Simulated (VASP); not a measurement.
# SiC (Fm-3m) in VASP: notebook, part 2 of 2

VASP 6.6.1. Earlier steps stand in the parts before.

## (4) Single point, PBE

This run uses another cell than the first one, of 8.35 Å³/atom, 1.471 times its volume.

INCAR

```
SYSTEM = SiC
PREC     = Accurate       ! precision mode
ENCUT    = 520            ! plane-wave cutoff, eV
EDIFF    = 1E-6           ! SCF threshold, eV
ISMEAR   = 0              ! smearing method
SIGMA    = 0.05           ! smearing width, eV
LREAL    = .FALSE.        ! projectors in reciprocal space
LASPH    = .TRUE.         ! aspherical terms in the spheres
NELM     = 80             ! most SCF steps
ALGO     = Normal         ! electronic algorithm
ISIF     = 2              ! what is computed and relaxed
LWAVE    = .FALSE.        ! write WAVECAR
LCHARG   = .TRUE.         ! write CHGCAR
GGA      = PE             ! functional
LELF     = .TRUE.         ! ELF
LVHAR    = .TRUE.       
NBANDS   = 11             ! bands
```

KPOINTS

```
Automatic mesh
0
G
  18 18 18
  0 0 0
```

POSCAR

```
SiC
1.0
    0.0000000000      2.0285349354      2.0285349354
    2.0285349354      0.0000000000      2.0285349354
    2.0285349354      2.0285349354      0.0000000000
C Si
1 1
Direct
    0.0000000000      0.0000000000      0.0000000000
    0.5000000000      0.5000000000      0.5000000000
```

Potentials or basis: VASP PAW PBE potentials, release 64 (C, Si).

Run with:

```console
> cat potpaw_PBE.64/C/POTCAR potpaw_PBE.64/Si/POTCAR > POTCAR
> mpirun -np 1 vasp_std > vasp.out
```

OUTCAR:

```text
SYSTEM = SiC
   PREC = Accurate
   ENCUT = 520
   EDIFF = 1E-6
   ISMEAR = 0
   LREAL = .FALSE.
   LASPH = .TRUE.
   NELM = 80
   ISIF = 2
   GGA = PE

 ion  position               nearest neighbor table
   1  0.000  0.000  0.000-   2 2.03   2 2.03   2 2.03   2 2.03   2 2.03   2 2.03
   2  0.500  0.500  0.500-   1 2.03   1 2.03   1 2.03   1 2.03   1 2.03   1 2.03

  LATTYP: Found a face centered cubic cell.
 ALAT       =     4.0570698708

  Lattice vectors:

 A1 = (   0.0000000000,   2.0285349354,   2.0285349354)
 A2 = (   2.0285349354,   0.0000000000,   2.0285349354)
 A3 = (   2.0285349354,   2.0285349354,   0.0000000000)

Analysis of symmetry for initial positions (statically):
=====================================================================
 Subroutine PRICEL returns:
 Original cell was already a primitive cell.

 Routine SETGRP: Setting up the symmetry group for a
 face centered cubic supercell.

 Subroutine GETGRP returns: Found 48 space group operations
 (whereof 48 operations were pure point group operations)
 out of a pool of 48 trial point group operations.

The static configuration has the point symmetry O_h .

Analysis of symmetry for dynamics (positions and initial velocities):
=====================================================================
 Subroutine PRICEL returns:
 Original cell was already a primitive cell.

 Routine SETGRP: Setting up the symmetry group for a
 face centered cubic supercell.

 Subroutine GETGRP returns: Found 48 space group operations
 (whereof 48 operations were pure point group operations)
 out of a pool of 48 trial point group operations.

The dynamic configuration has the point symmetry O_h .

 Subroutine INISYM returns: Found 48 space group operations
 (whereof 48 operations are pure point group operations),
 and found     1 'primitive' translations

----------------------------------------------------------------------------------------

                                     Primitive cell

  volume of cell :      16.6947

  direct lattice vectors                    reciprocal lattice vectors
     0.000000000  2.028534935  2.028534935    -0.246483307  0.246483307  0.246483307
     2.028534935  0.000000000  2.028534935     0.246483307 -0.246483307  0.246483307
     2.028534935  2.028534935  0.000000000     0.246483307  0.246483307 -0.246483307

  length of vectors
     2.868781617  2.868781617  2.868781617     0.426921612  0.426921612  0.426921612

  position of ions in fractional coordinates (direct lattice)
     0.000000000  0.000000000  0.000000000
     0.500000000  0.500000000  0.500000000

  ion indices of the primitive-cell ions
   primitive index   ion index
                 1           1
                 2           2

----------------------------------------------------------------------------------------

 KPOINTS: Automatic mesh

Automatic generation of k-mesh.
 Grid dimensions read from file:
 generate k-points for:   18   18   18

 Generating k-lattice:

  Cartesian coordinates                     Fractional coordinates (reciprocal lattice)
    -0.013693517  0.013693517  0.013693517     0.055555556  0.000000000  0.000000000
     0.013693517 -0.013693517  0.013693517     0.000000000  0.055555556  0.000000000
     0.013693517  0.013693517 -0.013693517     0.000000000  0.000000000  0.055555556

  Length of vectors
     0.023717867  0.023717867  0.023717867

  Shift w.r.t. Gamma in fractional coordinates (k-lattice)
     0.000000000  0.000000000  0.000000000

 Subroutine IBZKPT returns following result:
 ===========================================

 Found    195 irreducible k-points:

 Following reciprocal coordinates:
            Coordinates               Weight
  0.000000  0.000000  0.000000      1.000000
  0.055556  0.000000  0.000000      8.000000
  0.111111  0.000000  0.000000      8.000000
  0.166667  0.000000  0.000000      8.000000
  0.222222  0.000000  0.000000      8.000000
  0.277778  0.000000  0.000000      8.000000
[... 16 lines left out ...]
 -0.277778  0.055556  0.000000     24.000000
 -0.222222  0.055556  0.000000     24.000000
 [... further k-points ...]
   k-points           NKPTS =    195   k-points in BZ     NKDIM =    195   number of bands    NBANDS=     11
   number of dos      NEDOS =    301   number of ions     NIONS =      2
   total plane-waves  NPLWV =  13824
   dimension x,y,z NGX =    24 NGY =   24 NGZ =   24
   dimension x,y,z NGXF=    48 NGYF=   48 NGZF=   48
   ions per type =               1   1
   NGX,Y,Z   is equivalent  to a cutoff of  13.91, 13.91, 13.91 a.u.
   NGXF,Y,Z  is equivalent  to a cutoff of  27.82, 27.82, 27.82 a.u.
 SYSTEM =  SiC
   PREC   = accura    normal or accurate (medium, high low for compatibility)
   ISTART =      0    job   : 0-new  1-cont  2-samecut
   ICHARG =      2    charge: 1-file 2-atom 10-const
   ISPIN  =      1    spin polarized calculation?
   LNONCOLLINEAR =      F non collinear calculations
   LSORBIT =      F    spin-orbit coupling
   LASPH  =      T    aspherical Exc in radial PAW
   ENCUT  =  520.0 eV  38.22 Ry    6.18 a.u.   5.33  5.33  5.33*2*pi/ulx,y,z
   NELM   =     80;   NELMIN=  2; NELMDL= -5     # of ELM steps
   EDIFF  = 0.1E-05   stopping-criterion for ELM
   LREAL  =      F    real-space projection
   EDIFFG = 0.1E-04   stopping-criterion for IOM
   NSW    =      0    number of steps for IOM
   IBRION =     -1    ionic relax: 0-MD 1-quasi-New 2-CG
   NFREE  =      0    steps in history (QN), initial steepest desc. (CG)
   ISIF   =      2    stress and relaxation
   ISYM   =      2    0-nonsym 1-usesym 2-fastsym
   POTIM  = 0.5000    time-step for ionic-motion
   TEBEG  =    0.0;   TEEND  =   0.0 temperature during run
   PSTRESS=    0.0 pullay stress
   NELECT =       8.0000    total number of electrons
   NUPDOWN=      -1.0000    fix difference up-down
   EMIN   =  10.00;   EMAX   =-10.00  energy-range for DOS
   EFERMI =   0.00;   METHOD = LEGACY
   ISMEAR =     0;   SIGMA  =   0.05  broadening in eV -4-tet -1-fermi 0-gaus
   EFERMI_NEDOS =   21; number of points for ismear=-14 and -15
   IALGO  =     38    algorithm
   IMIX   =      4    mixing-type and parameters
     AMIX     =   0.40;   BMIX     =  1.00
     AMIX_MAG =   1.60;   BMIX_MAG =  1.00
  volume/ion in A,a.u.               =       8.35        56.33
  Fermi-wavevector in a.u.,A,eV,Ry     =   1.281088  2.420906 22.329702  1.641187
  Thomas-Fermi vector in A             =   2.413478
   LORBIT       =      0    0 simple, 1 ext, 2 COOP (PROOUT), +10 PAW based schemes
   GGA     = PE    functional components
   LHFCALC =     F    Hartree Fock is set to
   AEXX    =    0.0000 exact exchange contribution
   IVDW    =     0    specifies the selected vdW correction
   LEPSILON=     F    determine dielectric tensor
   LRPA    =     F    only Hartree local field effects (RPA)
 non-spin polarized calculation
 Gauss-broadening in eV      SIGMA  =   0.05
  energy-cutoff  :      520.00
  volume of cell :       16.69
 maximum number of plane-waves:       464
 NGX is ok and might be reduce to    24
   NGX = 11   NGY = 11   NGZ = 11

 number of electron       8.0000000 magnetization

 Free energy of the ion-electron system (eV)
  ---------------------------------------------------
  ext. energy  EPLUGINS =         0.00000000
  ---------------------------------------------------
  free energy    TOTEN  =       -13.57564096 eV

  energy without entropy =      -13.57535537  energy(sigma->0) =      -13.57549817

 E-fermi :  12.2194     XC(G=0): -12.6694

 val. band max:       12.1798966869   @ k =  -0.1667   0.1667   0.0000
 cond. band min:      12.2229731949   @ k =  -0.1667   0.0556   0.0000
 fundamental gap:      0.0430765080
 Fermi energy:        12.2194208157

 k-point     1 :       0.0000    0.0000    0.0000
  band No.  band energies     occupation
      1      -6.0909      2.00000
      2      12.3060      0.01435
      3      12.3060      0.01435
      4      12.3060      0.01435
      5      19.6659      0.00000
      6      21.2468      0.00000
      7      21.2468      0.00000
      8      21.2468      0.00000
      9      24.9394      0.00000
     10      24.9394      0.00000
     11      24.9394      0.00000
[... 309 lines left out ...]
 k-point    24 :      -0.2222    0.0556    0.0000
  band No.  band energies     occupation
      1      -4.6323      2.00000
      2       7.1624      2.00000
      3      10.9558      2.00000
      4      12.0507      2.00000
      5      19.1790      0.00000
      6      19.2717      0.00000
      7      19.8558      0.00000
      8      22.5812      0.00000
      9      23.7799      0.00000
     10      24.4483      0.00000
     11      25.9157      0.00000

 [... further k-points ...]
[... 5 lines left out ...]
  --------------------------------------------------------------------------------------
  -------------------------------------------------------------------------------------
  Total        0.0222110      0.0222110      0.0222110     -0.0000000     -0.0000000      0.0000000
  in kB        2.1315734      2.1315734      2.1315734     -0.0000000     -0.0000000      0.0000000
  external PRESSURE =       2.1315734 kB  Pullay stress =       0.0000000 kB

 VOLUME and BASIS-vectors are now :
 -----------------------------------------------------------------------------
  energy-cutoff  :      520.00
  volume of cell :       16.69
      direct lattice vectors                 reciprocal lattice vectors
     0.000000000  2.028534935  2.028534935    -0.246483307  0.246483307  0.246483307
     2.028534935  0.000000000  2.028534935     0.246483307 -0.246483307  0.246483307
     2.028534935  2.028534935  0.000000000     0.246483307  0.246483307 -0.246483307

 POSITION                                       TOTAL-FORCE (eV/Angst)
 -----------------------------------------------------------------------------------
      0.00000      0.00000      0.00000         0.000000     -0.000000     -0.000000
      2.02853      2.02853      2.02853        -0.000000      0.000000      0.000000
 -----------------------------------------------------------------------------------
    total drift:                                0.000000     -0.000000     -0.000000

  FREE ENERGIE OF THE ION-ELECTRON SYSTEM (eV)
  ---------------------------------------------------
  free  energy   TOTEN  =       -13.5756409630 eV

  energy  without entropy=      -13.5753553707  energy(sigma->0) =      -13.57549817
```

Wall time 17 s (1 thread of Intel Xeon 6975P-C, shared host); peak memory 0.16 GiB.

What came out:

* Free energy: -13.5756 eV
* Pressure: 0.2 GPa
* Band gap on the k mesh: zero (band 4 reaches 12.39 eV, above the bottom of band 5 at 11.33 eV)

## (5) Summary

```csv
cell,k mesh,gap on the mesh (eV),pressure (GPa)
"a = 2.523 Å, angles 60.0°, 2 atoms",20 × 20 × 20,0.45,215.1
"a = 2.571 Å, angles 60.0°, 2 atoms",20 × 20 × 20,0.81,163.6
"a = 2.869 Å, angles 60.0°, 2 atoms",18 × 18 × 18,none,0.2
```

Alike in all rows: task single point; level PBE; potentials or basis VASP PAW PBE potentials, release 64 (C, Si); no spin polarisation; cutoff (eV) 520; smearing gaussian 0.05 eV.

Total energies depend on the potentials used, so only differences within one code and one set of settings carry meaning.
